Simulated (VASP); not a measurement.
Here is a VASP 6.6.1 calculation.

File INCAR:

```
SYSTEM = RbGe
PREC = Accurate
ENCUT = 520
EDIFF = 1E-6
ISMEAR = 1
SIGMA = 0.15
LREAL = .FALSE.
LASPH = .TRUE.
NELM = 80
ALGO = Normal
ISIF = 2
LWAVE = .FALSE.
LCHARG = .TRUE.
LELF = .TRUE.
LVHAR = .TRUE.
NBANDS = 18
```

File KPOINTS:

```
regular mesh
0
G
  6 6 6
  0 0 0
```

The input POSCAR:

```
RbGe
1.0
    0.0000000000      3.5930720000      3.5930720000
    3.5930720000      0.0000000000      3.5930720000
    3.5930720000      3.5930720000      0.0000000000
Rb Ge
1 1
Direct
    0.0000000000      0.0000000000      0.0000000000
    0.5000000000      0.5000000000      0.5000000000
```

Potentials or basis: VASP PAW LDA potentials, release 64 (Rb_sv, Ge_d).

Command:

```console
$ cat potpaw_LDA.64/Rb_sv/POTCAR potpaw_LDA.64/Ge_d/POTCAR > POTCAR
$ mpirun -np 1 vasp_std > vasp.out
```

(1) Estimate the pressure.

(2) What does it give for the band gap on the k mesh?

Answers

(1) -1.4 GPa.

(2) zero (an odd number of electrons rules out a gap without spin polarisation).
